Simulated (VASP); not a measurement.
# Ga2AgAs2 in VASP: single point with PBE+D3(BJ)

Aim: the single point of Ga2AgAs2 with PBE+D3(BJ).

Everything below comes from runs of VASP 6.6.1. Logs are shortened: lines on timing, memory, paths and dates and some standing lists are left out, and cuts for length are marked.

### 1 The cell of the first run

The cell holds a slab with vacuum, 5 atoms: a = 4.014 Å, b = 4.014 Å, c = 21.670 Å, α = 90.00°, β = 90.00°, γ = 90.00°.

### 2 Single point, PBE+D3(BJ), collinear spin

File INCAR:

```
PREC = Accurate ; ENCUT = 520
EDIFF = 1E-6 ; ISMEAR = 0
SIGMA = 0.05 ; LREAL = False
LASPH = True ; NELM = 150
ALGO = Normal ; ISIF = 2
LWAVE = False ; LCHARG = False
ISPIN = 2 ; MAGMOM = 0 0 0 0 1
LORBIT = 11 ; LMAXMIX = 4
LDIPOL = True ; IDIPOL = 3
DIPOL = 0.5 0.5 0.329 ; GGA = PE
IVDW = 12 ; NBANDS = 36
```

File KPOINTS:

```
regular mesh
0
Gamma
  7 7 1
```

File POSCAR:

```
Ga2AgAs2
1.0
    4.0137031117      0.0000000000      0.0000000000
    0.0000000000      4.0137031117      0.0000000000
    0.0000000000      0.0000000000     21.6700524369
As Ga Ag
2 2 1
Direct
    0.0000000000      0.5000000000      0.1845865400
    0.5000000000      0.0000000000      0.3212717630
    0.5000000000      0.5000000000      0.2500713074
    0.0000000000      0.0000000000      0.3862497546
    0.2500000000      0.5000000000      0.5016163421
```

Potentials or basis: VASP PAW PBE potentials, release 64 (As, Ga_d, Ag).

Started as:

```sh
> cat potpaw_PBE.64/As/POTCAR potpaw_PBE.64/Ga_d/POTCAR potpaw_PBE.64/Ag/POTCAR > POTCAR
> mpirun -np 1 vasp_std > vasp.out
```

OUTCAR:

```text
PREC = Accurate
   ENCUT = 520
   EDIFF = 1E-6
   ISMEAR = 0
   LREAL = False
   LASPH = True
   NELM = 150
   ISIF = 2
   ISPIN = 2
   LORBIT = 11
   GGA = PE
   IVDW = 12
 IVDW          = 12

 ion  position               nearest neighbor table
   1  0.000  0.500  0.185-   3 2.46   3 2.46
   2  0.500  0.000  0.321-   4 2.45   4 2.45   3 2.53   3 2.53
   3  0.500  0.500  0.250-   1 2.46   1 2.46   2 2.53   2 2.53
   4  0.000  0.000  0.386-   2 2.45   2 2.45
   5  0.250  0.500  0.502-

  LATTYP: Found a simple tetragonal cell.
 ALAT       =     4.0137031117
 C/A-ratio  =     5.3990172750

  Lattice vectors:

 A1 = (   4.0137031117,   0.0000000000,   0.0000000000)
 A2 = (   0.0000000000,   4.0137031117,   0.0000000000)
 A3 = (   0.0000000000,   0.0000000000,  21.6700524369)

Analysis of symmetry for initial positions (statically):
=====================================================================
 Subroutine PRICEL returns:
 Original cell was already a primitive cell.

 Routine SETGRP: Setting up the symmetry group for a
 simple tetragonal supercell.

 Subroutine GETGRP returns: Found  2 space group operations
 (whereof  2 operations were pure point group operations)
 out of a pool of 16 trial point group operations.

The static configuration has the point symmetry C_1h.

Analysis of symmetry for dynamics (positions and initial velocities):
=====================================================================
 Subroutine PRICEL returns:
 Original cell was already a primitive cell.

 Routine SETGRP: Setting up the symmetry group for a
 simple tetragonal supercell.

 Subroutine GETGRP returns: Found  2 space group operations
 (whereof  2 operations were pure point group operations)
 out of a pool of 16 trial point group operations.

The dynamic configuration has the point symmetry C_1h.

Analysis of structural, dynamic, and magnetic symmetry:
=====================================================================
 Subroutine PRICEL returns:
 Original cell was already a primitive cell.

 Routine SETGRP: Setting up the symmetry group for a
 simple tetragonal supercell.

 Subroutine GETGRP returns: Found  2 space group operations
 (whereof  2 operations were pure point group operations)
 out of a pool of 16 trial point group operations.

The overall configuration has the point symmetry C_1h.

 Subroutine INISYM returns: Found  2 space group operations
 (whereof  2 operations are pure point group operations),
 and found     1 'primitive' translations

----------------------------------------------------------------------------------------

                                     Primitive cell

  volume of cell :     349.1005

  direct lattice vectors                    reciprocal lattice vectors
     4.013703112  0.000000000  0.000000000     0.249146479  0.000000000  0.000000000
     0.000000000  4.013703112  0.000000000     0.000000000  0.249146479  0.000000000
     0.000000000  0.000000000 21.670052437     0.000000000  0.000000000  0.046146635

  length of vectors
     4.013703112  4.013703112 21.670052437     0.249146479  0.249146479  0.046146635

  position of ions in fractional coordinates (direct lattice)
     0.000000000  0.500000000  0.184586540
     0.500000000  0.000000000  0.321271763
     0.500000000  0.500000000  0.250071307
     0.000000000  0.000000000  0.386249755
     0.250000000  0.500000000  0.501616342

  ion indices of the primitive-cell ions
   primitive index   ion index
                 1           1
                 2           2
                 3           3
                 4           4
                 5           5

----------------------------------------------------------------------------------------

 KPOINTS: regular mesh

Automatic generation of k-mesh.
 Grid dimensions read from file:
 generate k-points for:    7    7    1

 Generating k-lattice:

  Cartesian coordinates                     Fractional coordinates (reciprocal lattice)
     0.035592354  0.000000000  0.000000000     0.142857143  0.000000000  0.000000000
     0.000000000  0.035592354  0.000000000     0.000000000  0.142857143  0.000000000
     0.000000000  0.000000000  0.046146635     0.000000000  0.000000000  1.000000000

  Length of vectors
     0.035592354  0.035592354  0.046146635

  Shift w.r.t. Gamma in fractional coordinates (k-lattice)
     0.000000000  0.000000000  0.000000000

 Subroutine IBZKPT returns following result:
 ===========================================

 Found     16 irreducible k-points:

 Following reciprocal coordinates:
            Coordinates               Weight
  0.000000  0.000000  0.000000      1.000000
  0.142857  0.000000  0.000000      2.000000
  0.000000  0.142857  0.000000      2.000000
  0.285714  0.000000  0.000000      2.000000
  0.000000  0.285714  0.000000      2.000000
  0.428571  0.000000  0.000000      2.000000
[... 8 lines left out ...]
 -0.285714  0.428571  0.000000      4.000000
  0.428571  0.428571  0.000000      4.000000
   k-points           NKPTS =     16   k-points in BZ     NKDIM =     16   number of bands    NBANDS=     36
   number of dos      NEDOS =    301   number of ions     NIONS =      5
   total plane-waves  NPLWV = 145800
   dimension x,y,z NGX =    30 NGY =   30 NGZ =  162
   dimension x,y,z NGXF=    60 NGYF=   60 NGZF=  324
   ions per type =               2   2   1
   NGX,Y,Z   is equivalent  to a cutoff of  12.43, 12.43, 12.43 a.u.
   NGXF,Y,Z  is equivalent  to a cutoff of  24.85, 24.85, 24.86 a.u.
 SYSTEM =  unknown system
   PREC   = accura    normal or accurate (medium, high low for compatibility)
   ISTART =      0    job   : 0-new  1-cont  2-samecut
   ICHARG =      2    charge: 1-file 2-atom 10-const
   ISPIN  =      2    spin polarized calculation?
   LNONCOLLINEAR =      F non collinear calculations
   LSORBIT =      F    spin-orbit coupling
   LASPH  =      T    aspherical Exc in radial PAW
   ENCUT  =  520.0 eV  38.22 Ry    6.18 a.u.   7.46  7.46 40.29*2*pi/ulx,y,z
   NELM   =    150;   NELMIN=  2; NELMDL= -5     # of ELM steps
   EDIFF  = 0.1E-05   stopping-criterion for ELM
   LREAL  =      F    real-space projection
   EDIFFG = 0.1E-04   stopping-criterion for IOM
   NSW    =      0    number of steps for IOM
   IBRION =     -1    ionic relax: 0-MD 1-quasi-New 2-CG
   NFREE  =      0    steps in history (QN), initial steepest desc. (CG)
   ISIF   =      2    stress and relaxation
   ISYM   =      2    0-nonsym 1-usesym 2-fastsym
   POTIM  = 0.5000    time-step for ionic-motion
   TEBEG  =    0.0;   TEEND  =   0.0 temperature during run
   PSTRESS=    0.0 pullay stress
   NELECT =      47.0000    total number of electrons
   NUPDOWN=      -1.0000    fix difference up-down
   EMIN   =  10.00;   EMAX   =-10.00  energy-range for DOS
   EFERMI =   0.00;   METHOD = LEGACY
   ISMEAR =     0;   SIGMA  =   0.05  broadening in eV -4-tet -1-fermi 0-gaus
   EFERMI_NEDOS =   21; number of points for ismear=-14 and -15
   IALGO  =     38    algorithm
   IMIX   =      4    mixing-type and parameters
     AMIX     =   0.40;   BMIX     =  1.00
     AMIX_MAG =   1.60;   BMIX_MAG =  1.00
  volume/ion in A,a.u.               =      69.82       471.17
  Fermi-wavevector in a.u.,A,eV,Ry     =   0.839055  1.585585  9.578691  0.704014
  Thomas-Fermi vector in A             =   1.953211
   LORBIT       =     11    0 simple, 1 ext, 2 COOP (PROOUT), +10 PAW based schemes
   GGA     = PE    functional components
   LHFCALC =     F    Hartree Fock is set to
   AEXX    =    0.0000 exact exchange contribution
   IVDW    =    12    specifies the selected vdW correction
   LEPSILON=     F    determine dielectric tensor
   LRPA    =     F    only Hartree local field effects (RPA)
 spin polarized calculation
 Gauss-broadening in eV      SIGMA  =   0.05
  energy-cutoff  :      520.00
  volume of cell :      349.10
 maximum number of plane-waves:      9449
 NGX is ok and might be reduce to    30
   NGX = 15   NGY = 15   NGZ = 81

 dipolmoment           0.000000      0.000000      0.000012 electrons x Angstroem

 number of electron      47.0000003 magnetization       0.1422229

 dipolmoment           0.000000      0.000000     -0.132108 electrons x Angstroem

 Free energy of the ion-electron system (eV)
  ---------------------------------------------------
  ext. energy  EPLUGINS =         0.00000000
  ---------------------------------------------------
  free energy    TOTEN  =       -15.52143491 eV

  energy without entropy =      -15.51934820  energy(sigma->0) =      -15.52039155

 E-fermi :  -2.1137     XC(G=0):  -4.2023

 val. band max:       -2.1568241227   @ k =  -0.1429   0.2857   0.0000
 cond. band min:      -2.0985391049   @ k =   0.2857   0.2857   0.0000
 fundamental gap:      0.0582850177
 Fermi energy:        -2.1137428062

 spin component 1

 k-point     1 :       0.0000    0.0000    0.0000
  band No.  band energies     occupation
      1     -16.8890      1.00000
      2     -16.8145      1.00000
      3     -16.7821      1.00000
      4     -16.7793      1.00000
      5     -16.7540      1.00000
      6     -16.3602      1.00000
[... 27 lines left out ...]
     34       4.0895      0.00000
     35       4.8789      0.00000

 k-point     2 :       0.1429    0.0000    0.0000
  band No.  band energies     occupation
      1     -16.8846      1.00000
      2     -16.8143      1.00000
      3     -16.7921      1.00000
      4     -16.7837      1.00000
      5     -16.7456      1.00000
      6     -16.3569      1.00000
[... 27 lines left out ...]
     34       4.1783      0.00000
     35       4.6110      0.00000
[... 492 lines left out ...]
     34       4.7158      0.00000
     35       4.8309      0.00000

 k-point    16 :       0.4286    0.4286    0.0000
  band No.  band energies     occupation
      1     -16.8512      1.00000
      2     -16.8317      1.00000
      3     -16.8185      1.00000
      4     -16.7964      1.00000
      5     -16.7216      1.00000
      6     -16.3712      1.00000
[... 27 lines left out ...]
     34       4.7111      0.00000
     35       5.1861      0.00000
 Fermi energy:        -2.1137428062

 spin component 2

 k-point     1 :       0.0000    0.0000    0.0000
  band No.  band energies     occupation
      1     -16.8887      1.00000
      2     -16.8143      1.00000
      3     -16.7820      1.00000
      4     -16.7785      1.00000
      5     -16.7531      1.00000
      6     -16.3603      1.00000
[... 27 lines left out ...]
     34       4.1462      0.00000
     35       4.9212      0.00000

 k-point     2 :       0.1429    0.0000    0.0000
  band No.  band energies     occupation
      1     -16.8842      1.00000
      2     -16.8140      1.00000
      3     -16.7913      1.00000
      4     -16.7835      1.00000
      5     -16.7447      1.00000
      6     -16.3569      1.00000
[... 27 lines left out ...]
     34       4.1881      0.00000
     35       4.6734      0.00000
[... 492 lines left out ...]
     34       4.7207      0.00000
     35       4.8293      0.00000

 k-point    16 :       0.4286    0.4286    0.0000
  band No.  band energies     occupation
      1     -16.8505      1.00000
      2     -16.8313      1.00000
      3     -16.8182      1.00000
      4     -16.7963      1.00000
      5     -16.7207      1.00000
      6     -16.3709      1.00000
[... 27 lines left out ...]
     34       4.7286      0.00000
     35       5.1960      0.00000
 [bands above 35 left out]

------------------------ aborting loop because EDIFF is reached ----------------------------------------

 vacuum level on the upper side and lower side of the slab       (xc-potential included)        -0.725         0.722

 Edisp (eV)   -1.10789

 E8    (eV) :    -0.5117

  FORCE on cell =-STRESS in cart. coord.  units (eV):
  Direction    XX          YY          ZZ          XY          YZ          ZX
  --------------------------------------------------------------------------------------
  -------------------------------------------------------------------------------------
  Total      -1.88034    -4.22253    -2.17410     0.00000     0.00000    -0.85440
  in kB      -8.62971   -19.37906    -9.97791     0.00000     0.00000    -3.92123
  external pressure =      -12.66 kB  Pullay stress =        0.00 kB

 VOLUME and BASIS-vectors are now :
 -----------------------------------------------------------------------------
  energy-cutoff  :      520.00
  volume of cell :      349.10
      direct lattice vectors                 reciprocal lattice vectors
     4.013703112  0.000000000  0.000000000     0.249146479  0.000000000  0.000000000
     0.000000000  4.013703112  0.000000000     0.000000000  0.249146479  0.000000000
     0.000000000  0.000000000 21.670052437     0.000000000  0.000000000  0.046146635

 POSITION                                       TOTAL-FORCE (eV/Angst)
 -----------------------------------------------------------------------------------
      0.00000      2.00685      4.00000         0.016173      0.000000      0.136131
      2.00685      0.00000      6.96198        -0.000135      0.000000     -0.043740
      2.00685      2.00685      5.41906         0.048194      0.000000     -0.003215
      0.00000      0.00000      8.37005         0.192371      0.000000      0.565196
      1.00343      2.00685     10.87005        -0.256603      0.000000     -0.654373
 -----------------------------------------------------------------------------------
    total drift:                                0.000017      0.000000      0.000346

  FREE ENERGIE OF THE ION-ELECTRON SYSTEM (eV)
  ---------------------------------------------------
  free  energy   TOTEN  =       -16.6293261836 eV

  energy  without entropy=      -16.6272394777  energy(sigma->0) =      -16.62828283

 vacuum level on the upper side and lower side of the slab         2.140         3.625

 total charge

# of ion       s       p       d       tot
------------------------------------------
    1        1.289   1.354   0.018   2.661
    2        1.237   1.521   0.030   2.789
    3        0.905   0.744   9.981  11.629
    4        0.987   0.547   9.953  11.486
    5        0.351   0.030   9.287   9.668
--------------------------------------------------
tot          4.769   4.196  29.268  38.233

 magnetization (x)

# of ion       s       p       d       tot
------------------------------------------
    1        0.002   0.051   0.000   0.053
    2        0.000   0.004   0.000   0.004
    3       -0.002  -0.002   0.001  -0.002
    4       -0.001   0.003   0.000   0.002
    5        0.002   0.000  -0.000   0.002
--------------------------------------------------
tot          0.001   0.056   0.002   0.059
```

Run time: 22 min. Hardware: 1 thread of Intel Xeon 8259CL, shared host; peak memory 0.68 GiB.

Results:

```yaml
Free_energy: -16.6293 eV
Largest_force: 0.703 eV/Å
Net_moment: 0.14 μB per cell
Site_moments: As +0.05, +0.00; Ga -0.00, +0.00; Ag +0.00 μB
Valence_electrons_inside_the_program's_atomic_spheres: As 2.66, 2.79; Ga 11.63, 11.49; Ag 9.67
Dispersion_energy_per_atom: -0.222 eV
```

Forces in eV/Å, atoms in the order of the input:
```
As   0.016  0.000  0.136
As   0.000  0.000 -0.044
Ga   0.048  0.000 -0.003
Ga   0.192  0.000  0.565
Ag  -0.257  0.000 -0.654
```
